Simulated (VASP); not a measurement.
Si: single point with PBE

Si:

```
CELL_PARAMETERS angstrom
0.00000 2.73549 2.73549
2.73549 0.00000 2.73549
2.73549 2.73549 0.00000
ATOMIC_POSITIONS crystal
Si 0.50000 0.50000 0.50000
Si 0.75000 0.75000 0.75000
```

```json
{
 "Program": "VASP 6.6.1",
 "Task": "single point",
 "Functional": "PBE",
 "Potentials or basis": "VASP PAW PBE potentials, release 64 (Si)",
 "Cutoff": "520 eV",
 "k mesh": "6 × 6 × 6",
 "Occupations": "fermi-dirac, width 0.05 eV",
 "Spin": "no spin polarisation"
}
```

```
Pressure               : -0.1 GPa
Band gap on the k mesh : 0.75 eV, indirect (least direct gap 2.55 eV)
```

Levels at points of the mesh, in eV from the valence-band top:
```tsv
k point	band 1	band 2	band 3	band 4	band 5	band 6	band 7	band 8
(0.00, 0.00, 0.00)	-11.81	0.00	0.00	0.00	2.55	2.55	2.55	3.12
(0.50, 0.00, 0.00)	-9.53	-6.86	-1.18	-1.18	1.46	3.35	3.35	7.70
(0.50, 0.50, 0.00)	-7.74	-7.74	-2.79	-2.79	0.75	0.75	9.92	9.92
```

Run time: 5.4 s on 1 thread of Intel(R) Xeon(R) Platinum 8488C (Sapphire Rapids), with other jobs on the host, peak memory 0.15 GiB.

A k mesh can miss the band edges. A hybrid or GW would open this gap; PBE tends to underestimate it.
